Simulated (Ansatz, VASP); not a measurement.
One calculation of GaP, two programs

```
Ga P
1.0
     0.00000    2.50723    2.61624
     2.50723    0.00000    2.61624
     2.50723    2.50723    0.00000
Ga P
1 1
Direct
  0.00000 0.00000 0.00000
  0.75000 0.75000 0.75000
```

Change from the starting cell: strain -0.080 along x and y, -0.040 along z, atoms carried along.

Alike in both runs: task single point; functional PBE; k mesh 8 × 8 × 8; occupations gaussian, width 0.05 eV; no spin polarisation.

```csv
,VASP,Ansatz
version,VASP 6.6.1,Ansatz 0.2.0
potentials or method,"VASP PAW PBE potentials, release 64 (Ga_d, P), cutoff 520 eV","scalar-relativistic, plane waves, PAW"
valence electrons in the cell,18,18
```

|  | VASP | Ansatz | Ansatz less VASP |
| --- | --- | --- | --- |
| gap on the k mesh at the Fermi level (eV) | 0.92 | 0.92 | -0.002 |
| least direct gap on the mesh (eV) | 3.46 | 3.46 | -0.002 |
| pressure (GPa) | 30.5 | 30.8 | +0.32 |
| traceless stress, the component that is largest in VASP (GPa) | -2.09 | -2.07 | +0.021 |

Both programs put the cell under a high pressure, so it lies far from rest at this level. The functional is the same, so the differences come from potentials, cutoffs and numerics.
